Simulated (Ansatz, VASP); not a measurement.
**Two plane-wave programs on SrLi2SnS4**

POSCAR

```
SrLi2SnS4
1.0
   -3.3421917999      3.3421917999      4.0143640820
    3.3421917999     -3.3421917999      4.0143640820
    3.3421917999      3.3421917999     -4.0143640820
Li Sr Sn S
2 1 1 4
Direct
    0.2500000000      0.7500000000      0.5000000000
    0.7500000000      0.2500000000      0.5000000000
    0.5000000000      0.5000000000      0.0000000000
    0.0000000000      0.0000000000      0.0000000000
    0.0368209321      0.0368209321      0.4152325976
    0.9631790679      0.3784116655      0.0000000000
    0.6215883345      0.6215883345      0.5847674024
    0.3784116655      0.9631790679      0.0000000000
```

The input INCAR.step1:

```
SYSTEM = SrLi2SnS4
  ALGO = Normal
  EDIFF = 1E-4
  ENCUT = 520
  GGA = PE
  ISMEAR = 0
  LASPH = .TRUE.
  LCHARG = .FALSE.
  LREAL = .FALSE.
  LWAVE = .TRUE.
  NBANDS = 37
  NELM = 80
  PREC = Accurate
  SIGMA = 0.01
```

File INCAR.step2:

```
SYSTEM = SrLi2SnS4
  ALGO = Normal
  EDIFF = 1E-6
  ENCUT = 520
  ISIF = 2
  ISMEAR = 0
  ISTART = 1
  LASPH = .TRUE.
  LCHARG = .FALSE.
  LMIXTAU = .TRUE.
  LREAL = .FALSE.
  LWAVE = .FALSE.
  METAGGA = R2SCAN
  NBANDS = 37
  NELM = 80
  PREC = Accurate
  SIGMA = 0.01
```

File KPOINTS:

```
k-points
0
G
  6 6 6
  0 0 0
```

Input for Ansatz:

```yaml
crystal:
  lattice:
    - [-3.3421917999, 3.3421917999, 4.014364082]
    - [3.3421917999, -3.3421917999, 4.014364082]
    - [3.3421917999, 3.3421917999, -4.014364082]
  atoms:
    - { symbol: Li, position: [0.25, 0.75, 0.5] }
    - { symbol: Li, position: [0.75, 0.25, 0.5] }
    - { symbol: Sr, position: [0.5, 0.5, 0.0] }
    - { symbol: Sn, position: [0.0, 0.0, 0.0] }
    - { symbol: S, position: [0.0368209321, 0.0368209321, 0.4152325976] }
    - { symbol: S, position: [0.9631790679, 0.3784116655, 0.0] }
    - { symbol: S, position: [0.6215883345, 0.6215883345, 0.5847674024] }
    - { symbol: S, position: [0.3784116655, 0.9631790679, 0.0] }
kpoints:
  mp_grid: { grid: [6, 6, 6] }
  band_path:
    path:
      - [0.0, 0.0, 0.0]
      - [0.0, 0.0, 0.5]
      - [0.25, 0.25, 0.25]
      - [0.0, 0.5, 0.0]
      - [0.5, 0.5, -0.5]
      - [0.4232882959, 0.5767117041, -0.4232882959]
      - [-0.4232882959, 0.4232882959, 0.4232882959]
      - [-0.3465765918, 0.3465765918, 0.5]
      - [0.5, 0.5, -0.3465765918]
    npoints: 1
hamiltonian:
  xc: r2scan
scf:
  occupations: { method: fixed }
  n_extra_bands: 6
output:
  forces: true
  stress: true
  eigenvalues: true
```

Alike in both runs: task single point; functional r2SCAN; k mesh 6 × 6 × 6; no spin polarisation.

|  | VASP | Ansatz |
| --- | --- | --- |
| version | VASP 6.6.1 | Ansatz 0.2.0 |
| potentials or method | VASP PAW PBE potentials, release 64 (Li_sv, Sr_sv, Sn_d, S) | plane waves, PAW |
| plane-wave cutoff (eV) | 520 | 500 |
| occupations | gaussian, width 0.01 eV | fixed |
| valence electrons in the cell | 54 | 54 |

VASP gave:

| Property | Result |
| --- | --- |
| gap on the k mesh at the Fermi level (eV) | 2.99 |
| rms of the force components (eV/Å) | 0.007 |

Task: Which values does Ansatz return?

Result: gap on the k mesh at the Fermi level (eV): 2.98; rms of the force components (eV/Å): 0.002.

VASP's potentials were made for PBE, not for r2SCAN. Atom by atom the forces differ by 0.005 eV/Å (rms over components).

Noted on VASP's run: the cutoff is under 1.25 times that of the potentials, so the pressure is a little rough.
